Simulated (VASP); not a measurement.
Set up this calculation in VASP 6.6.1, as the native input.

| Quantity | Value |
| --- | --- |
| Task | single point |
| Functional | PBE |
| Potentials or basis | VASP PAW PBE potentials, release 64 (In_d, Ga_d, N) |
| Cutoff | 520 eV |
| k mesh | 6 × 6 × 6 |
| Occupations | gaussian, width 0.02 eV |
| Spin | no spin polarisation |
| Dipole correction | no |
| Further INCAR settings | ALGO = Normal; EDIFF = 1e-06; NBANDS = 66 |

The structure of InGa2N3 lies in POSCAR:

```
InGa2N3
1.0
    5.0104830844     -2.8901996393      0.0000000000
    5.0104830844      2.8901996393      0.0000000000
    0.0000000000      0.0000000000      5.3980600035
In Ga N
2 4 6
Direct
    0.3253743410      0.6746256590      0.4897954397
    0.6746256590      0.3253743410      0.9897954397
    0.0070223933      0.3338071153      0.4925887691
    0.6661928847      0.9929776067      0.4925887691
    0.9929776067      0.6661928847      0.9925887691
    0.3338071153      0.0070223933      0.9925887691
    0.0264035193      0.3337100330      0.8590241523
    0.6662899670      0.9735964807      0.8590241523
    0.9735964807      0.6662899670      0.3590241523
    0.3337100330      0.0264035193      0.3590241523
    0.3077705064      0.6922294936      0.8949796974
    0.6922294936      0.3077705064      0.3949796974
```

These files were run (other wordings do the same):

INCAR

```
PREC     = Accurate       # precision mode
ENCUT    = 520            # plane-wave cutoff, eV
EDIFF    = 1E-6           # SCF threshold, eV
ISMEAR   = 0              # smearing method
SIGMA    = 0.02           # smearing width, eV
LREAL    = False          # projectors in reciprocal space
LASPH    = True           # aspherical terms in the spheres
NELM     = 60             # most SCF steps
ALGO     = Normal         # electronic algorithm
ISIF     = 2              # what is computed and relaxed
LWAVE    = False          # write WAVECAR
LCHARG   = False          # write CHGCAR
GGA      = PE             # functional
NBANDS   = 66             # bands
```

KPOINTS

```
regular mesh
0
Gamma
  6 6 6
```

Potentials or basis: VASP PAW PBE potentials, release 64 (In_d, Ga_d, N).

Command:

```sh
$ cat potpaw_PBE.64/In_d/POTCAR potpaw_PBE.64/Ga_d/POTCAR potpaw_PBE.64/N/POTCAR > POTCAR
$ mpirun -np 1 vasp_std > vasp.out
```

Results of the run:

* Pressure: 0.1 GPa
* Largest force: 0.010 eV/Å
* Band gap on the k mesh: 0.88 eV

Caveat: spin-orbit coupling is left out, which moves the levels of the heavy elements.

It took 7.8 min on 1 thread of Intel(R) Xeon(R) Platinum 8559C (Emerald Rapids) (shared host), peak memory 0.57 GiB.
